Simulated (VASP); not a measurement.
# SiC (pbe) (F-43m) in VASP: single point with PBE

Aim: the single point of SiC (pbe) with PBE.

All numbers are computed with VASP 6.6.1; they aren't measurements. Logs are shortened: lines on timing, memory, paths and dates and some standing lists are left out, and cuts for length are marked.

## Step 1: The cell of the first run

Symmetry: F-43m, No. 216, cubic system. The conventional cell has a = 4.380 Å, b = 4.380 Å, c = 4.380 Å, α = 90.00°, β = 90.00°, γ = 90.00°. Within 2.5 Å of Si (site symmetry -43m) lie 4 C at 1.90 Å. C (site symmetry -43m) has 4 Si at 1.90 Å within 2.5 Å.

## Step 2: Single point, PBE

The input, INCAR:

```
SYSTEM = SiC
ALGO     = Normal         ! electronic algorithm
EDIFF    = 1E-6           ! SCF threshold, eV
ENCUT    = 600            ! plane-wave cutoff, eV
GGA      = PE             ! functional
GGA_COMPAT= .FALSE.      
ISIF     = 2              ! what is computed and relaxed
ISMEAR   = 0              ! smearing method
LASPH    = .TRUE.         ! aspherical terms in the spheres
LCHARG   = .TRUE.         ! write CHGCAR
LELF     = .TRUE.         ! ELF
LREAL    = .FALSE.        ! projectors in reciprocal space
LVHAR    = .TRUE.       
LWAVE    = .FALSE.        ! write WAVECAR
NBANDS   = 11             ! bands
NELM     = 120            ! most SCF steps
PREC     = Accurate       ! precision mode
SIGMA    = 0.02           ! smearing width, eV
```

The input, KPOINTS:

```
k-points
0
G
  10 10 10
  0 0 0
```

The input, POSCAR:

```
SiC
1.0
    0.0000000000      2.1898587223      2.1898587223
    2.1898587223      0.0000000000      2.1898587223
    2.1898587223      2.1898587223      0.0000000000
Si C
1 1
Direct
    0.7500000000      0.7500000000      0.7500000000
    0.0000000000      0.0000000000      0.0000000000
```

Potentials or basis: VASP PAW PBE potentials, release 64 (Si, C).

The run is started by

```sh
cat potpaw_PBE.64/Si/POTCAR potpaw_PBE.64/C/POTCAR > POTCAR
mpirun -np 1 vasp_std > vasp.out
```

OUTCAR:

```text
SYSTEM = SiC
   EDIFF = 1E-6
   ENCUT = 600
   GGA = PE
   ISIF = 2
   ISMEAR = 0
   LASPH = .TRUE.
   LREAL = .FALSE.
   NELM = 120
   PREC = Accurate

 ion  position               nearest neighbor table
   1  0.750  0.750  0.750-   2 1.90   2 1.90   2 1.90   2 1.90
   2  0.000  0.000  0.000-   1 1.90   1 1.90   1 1.90   1 1.90

  LATTYP: Found a face centered cubic cell.
 ALAT       =     4.3797174446

  Lattice vectors:

 A1 = (   0.0000000000,   2.1898587223,   2.1898587223)
 A2 = (   2.1898587223,   0.0000000000,   2.1898587223)
 A3 = (   2.1898587223,   2.1898587223,   0.0000000000)

Analysis of symmetry for initial positions (statically):
=====================================================================
 Subroutine PRICEL returns:
 Original cell was already a primitive cell.

 Routine SETGRP: Setting up the symmetry group for a
 face centered cubic supercell.

 Subroutine GETGRP returns: Found 24 space group operations
 (whereof 24 operations were pure point group operations)
 out of a pool of 48 trial point group operations.

The static configuration has the point symmetry T_d .

Analysis of symmetry for dynamics (positions and initial velocities):
=====================================================================
 Subroutine PRICEL returns:
 Original cell was already a primitive cell.

 Routine SETGRP: Setting up the symmetry group for a
 face centered cubic supercell.

 Subroutine GETGRP returns: Found 24 space group operations
 (whereof 24 operations were pure point group operations)
 out of a pool of 48 trial point group operations.

The dynamic configuration has the point symmetry T_d .

 Subroutine INISYM returns: Found 24 space group operations
 (whereof 24 operations are pure point group operations),
 and found     1 'primitive' translations

----------------------------------------------------------------------------------------

                                     Primitive cell

  volume of cell :      21.0029

  direct lattice vectors                    reciprocal lattice vectors
     0.000000000  2.189858722  2.189858722    -0.228325232  0.228325232  0.228325232
     2.189858722  0.000000000  2.189858722     0.228325232 -0.228325232  0.228325232
     2.189858722  2.189858722  0.000000000     0.228325232  0.228325232 -0.228325232

  length of vectors
     3.096927905  3.096927905  3.096927905     0.395470902  0.395470902  0.395470902

  position of ions in fractional coordinates (direct lattice)
     0.750000000  0.750000000  0.750000000
     0.000000000  0.000000000  0.000000000

  ion indices of the primitive-cell ions
   primitive index   ion index
                 1           1
                 2           2

----------------------------------------------------------------------------------------

 KPOINTS: k-points

Automatic generation of k-mesh.
 Grid dimensions read from file:
 generate k-points for:   10   10   10

 Generating k-lattice:

  Cartesian coordinates                     Fractional coordinates (reciprocal lattice)
    -0.022832523  0.022832523  0.022832523     0.100000000  0.000000000  0.000000000
     0.022832523 -0.022832523  0.022832523     0.000000000  0.100000000  0.000000000
     0.022832523  0.022832523 -0.022832523     0.000000000  0.000000000  0.100000000

  Length of vectors
     0.039547090  0.039547090  0.039547090

  Shift w.r.t. Gamma in fractional coordinates (k-lattice)
     0.000000000  0.000000000  0.000000000

 Subroutine IBZKPT returns following result:
 ===========================================

 Found     47 irreducible k-points:

 Following reciprocal coordinates:
            Coordinates               Weight
  0.000000  0.000000  0.000000      1.000000
  0.100000  0.000000  0.000000      8.000000
  0.200000  0.000000  0.000000      8.000000
  0.300000  0.000000  0.000000      8.000000
  0.400000  0.000000  0.000000      8.000000
  0.500000  0.000000  0.000000      4.000000
[... 16 lines left out ...]
  0.300000  0.300000  0.000000      6.000000
  0.400000  0.300000  0.000000     24.000000
 [... further k-points ...]
   k-points           NKPTS =     47   k-points in BZ     NKDIM =     47   number of bands    NBANDS=     11
   number of dos      NEDOS =    301   number of ions     NIONS =      2
   total plane-waves  NPLWV =  21952
   dimension x,y,z NGX =    28 NGY =   28 NGZ =   28
   dimension x,y,z NGXF=    56 NGYF=   56 NGZF=   56
   ions per type =               1   1
   NGX,Y,Z   is equivalent  to a cutoff of  15.03, 15.03, 15.03 a.u.
   NGXF,Y,Z  is equivalent  to a cutoff of  30.06, 30.06, 30.06 a.u.
 SYSTEM =  SiC
   PREC   = accura    normal or accurate (medium, high low for compatibility)
   ISTART =      0    job   : 0-new  1-cont  2-samecut
   ICHARG =      2    charge: 1-file 2-atom 10-const
   ISPIN  =      1    spin polarized calculation?
   LNONCOLLINEAR =      F non collinear calculations
   LSORBIT =      F    spin-orbit coupling
   LASPH  =      T    aspherical Exc in radial PAW
   ENCUT  =  600.0 eV  44.10 Ry    6.64 a.u.   6.19  6.19  6.19*2*pi/ulx,y,z
   NELM   =    120;   NELMIN=  2; NELMDL= -5     # of ELM steps
   EDIFF  = 0.1E-05   stopping-criterion for ELM
   LREAL  =      F    real-space projection
   EDIFFG = 0.1E-04   stopping-criterion for IOM
   NSW    =      0    number of steps for IOM
   IBRION =     -1    ionic relax: 0-MD 1-quasi-New 2-CG
   NFREE  =      0    steps in history (QN), initial steepest desc. (CG)
   ISIF   =      2    stress and relaxation
   ISYM   =      2    0-nonsym 1-usesym 2-fastsym
   POTIM  = 0.5000    time-step for ionic-motion
   TEBEG  =    0.0;   TEEND  =   0.0 temperature during run
   PSTRESS=    0.0 pullay stress
   NELECT =       8.0000    total number of electrons
   NUPDOWN=      -1.0000    fix difference up-down
   EMIN   =  10.00;   EMAX   =-10.00  energy-range for DOS
   EFERMI =   0.00;   METHOD = LEGACY
   ISMEAR =     0;   SIGMA  =   0.02  broadening in eV -4-tet -1-fermi 0-gaus
   EFERMI_NEDOS =   21; number of points for ismear=-14 and -15
   IALGO  =     38    algorithm
   IMIX   =      4    mixing-type and parameters
     AMIX     =   0.40;   BMIX     =  1.00
     AMIX_MAG =   1.60;   BMIX_MAG =  1.00
  volume/ion in A,a.u.               =      10.50        70.87
  Fermi-wavevector in a.u.,A,eV,Ry     =   1.186712  2.242561 19.160891  1.408286
  Thomas-Fermi vector in A             =   2.322879
   LORBIT       =      0    0 simple, 1 ext, 2 COOP (PROOUT), +10 PAW based schemes
   GGA     = PE    functional components
   LHFCALC =     F    Hartree Fock is set to
   AEXX    =    0.0000 exact exchange contribution
   IVDW    =     0    specifies the selected vdW correction
   LEPSILON=     F    determine dielectric tensor
   LRPA    =     F    only Hartree local field effects (RPA)
 non-spin polarized calculation
 Gauss-broadening in eV      SIGMA  =   0.02
  energy-cutoff  :      600.00
  volume of cell :       21.00
 maximum number of plane-waves:       725
 NGX is ok and might be reduce to    28
   NGX = 13   NGY = 13   NGZ = 13

 number of electron       8.0000000 magnetization

 Free energy of the ion-electron system (eV)
  ---------------------------------------------------
  ext. energy  EPLUGINS =         0.00000000
  ---------------------------------------------------
  free energy    TOTEN  =       -15.06218826 eV

  energy without entropy =      -15.06218826  energy(sigma->0) =      -15.06218826

 E-fermi :   8.0598     XC(G=0): -11.2912

 val. band max:        7.9397651862   @ k =   0.0000   0.0000   0.0000
 cond. band min:       9.3107934460   @ k =   0.5000   0.5000   0.0000
 fundamental gap:      1.3710282598
 Fermi energy:         8.0598050916

 k-point     1 :       0.0000    0.0000    0.0000
  band No.  band energies     occupation
      1      -7.3468      2.00000
      2       7.9398      2.00000
      3       7.9398      2.00000
      4       7.9398      2.00000
      5      13.9986      0.00000
      6      15.1449      0.00000
      7      15.1449      0.00000
      8      15.1449      0.00000
      9      22.3603      0.00000
     10      22.3603      0.00000
     11      24.1904      0.00000

 k-point     2 :       0.1000    0.0000    0.0000
  band No.  band energies     occupation
      1      -7.1537      2.00000
      2       6.9332      2.00000
      3       7.8065      2.00000
      4       7.8065      2.00000
      5      14.2816      0.00000
      6      15.3860      0.00000
      7      15.3860      0.00000
      8      15.3998      0.00000
      9      21.4264      0.00000
     10      21.4264      0.00000
     11      24.0911      0.00000

 k-point     3 :       0.2000    0.0000    0.0000
  band No.  band energies     occupation
      1      -6.5833      2.00000
      2       4.8280      2.00000
      3       7.5008      2.00000
      4       7.5008      2.00000
      5      14.0118      0.00000
      6      15.7485      0.00000
      7      15.7485      0.00000
      8      16.5845      0.00000
      9      20.7663      0.00000
     10      20.7663      0.00000
     11      23.2149      0.00000

 k-point     4 :       0.3000    0.0000    0.0000
  band No.  band energies     occupation
      1      -5.6715      2.00000
      2       2.5379      2.00000
      3       7.1859      2.00000
      4       7.1859      2.00000
      5      13.6035      0.00000
      6      15.6305      0.00000
      7      15.6305      0.00000
      8      17.5762      0.00000
      9      21.5625      0.00000
     10      21.5625      0.00000
     11      22.9278      0.00000
[... 239 lines left out ...]
 k-point    22 :      -0.2000    0.2000    0.0000
  band No.  band energies     occupation
      1      -5.3654      2.00000
      2       3.1626      2.00000
      3       4.7520      2.00000
      4       7.2927      2.00000
      5      14.4258      0.00000
      6      15.8201      0.00000
      7      16.2214      0.00000
      8      16.9763      0.00000
      9      19.4076      0.00000
     10      23.2144      0.00000
     11      26.9255      0.00000

 k-point    23 :       0.3000    0.3000    0.0000
  band No.  band energies     occupation
      1      -5.1021      2.00000
      2       3.5859      2.00000
      3       5.5989      2.00000
      4       5.5989      2.00000
      5      11.0843      0.00000
      6      13.4960      0.00000
      7      19.3283      0.00000
      8      19.3283      0.00000
      9      20.1793      0.00000
     10      24.9168      0.00000
     11      29.4495      0.00000

 k-point    24 :       0.4000    0.3000    0.0000
  band No.  band energies     occupation
      1      -4.2452      2.00000
      2       2.3764      2.00000
      3       4.8186      2.00000
      4       5.3388      2.00000
      5      10.7986      0.00000
      6      13.5029      0.00000
      7      19.4023      0.00000
      8      19.7310      0.00000
      9      21.5332      0.00000
     10      25.8803      0.00000
     11      28.9673      0.00000

 [... further k-points ...]

------------------------ aborting loop because EDIFF is reached ----------------------------------------

  FORCE on cell =-STRESS in cart. coord.  units (eV):
  Direction    XX          YY          ZZ          XY          YZ          ZX
  --------------------------------------------------------------------------------------
  -------------------------------------------------------------------------------------
  Total       -0.0237830     -0.0237830     -0.0237830     -0.0000000     -0.0000000     -0.0000000
  in kB       -1.8142590     -1.8142590     -1.8142590     -0.0000000     -0.0000000     -0.0000000
  external PRESSURE =      -1.8142590 kB  Pullay stress =       0.0000000 kB

 VOLUME and BASIS-vectors are now :
 -----------------------------------------------------------------------------
  energy-cutoff  :      600.00
  volume of cell :       21.00
      direct lattice vectors                 reciprocal lattice vectors
     0.000000000  2.189858722  2.189858722    -0.228325232  0.228325232  0.228325232
     2.189858722  0.000000000  2.189858722     0.228325232 -0.228325232  0.228325232
     2.189858722  2.189858722  0.000000000     0.228325232  0.228325232 -0.228325232

 POSITION                                       TOTAL-FORCE (eV/Angst)
 -----------------------------------------------------------------------------------
      3.28479      3.28479      3.28479         0.000000      0.000000      0.000000
      0.00000      0.00000      0.00000        -0.000000     -0.000000     -0.000000
 -----------------------------------------------------------------------------------
    total drift:                               -0.000000     -0.000000     -0.000000

  FREE ENERGIE OF THE ION-ELECTRON SYSTEM (eV)
  ---------------------------------------------------
  free  energy   TOTEN  =       -15.0621882573 eV

  energy  without entropy=      -15.0621882573  energy(sigma->0) =      -15.06218826
```

Run time: 23 s. Hardware: 1 thread of Intel Xeon Platinum 8375C at 2.90GHz (Ice Lake), shared host; peak memory 0.15 GiB.

What came out:

```
Free energy            : -15.0622 eV
Pressure               : -0.2 GPa
Band gap on the k mesh : 1.37 eV, indirect (least direct gap 4.53 eV)
```

Levels at points of the mesh, in eV from the valence-band top:
```
           k point  band 2  band 3  band 4  band 5  band 6  band 7
(0.00, 0.00, 0.00)    0.00    0.00    0.00    6.06    7.21    7.21
(0.50, 0.00, 0.00)   -8.45   -1.05   -1.05    5.30    7.17    7.17
(0.50, 0.50, 0.00)   -7.75   -3.16   -3.16    1.37    4.27   13.86
```

A k mesh can miss the band edges.
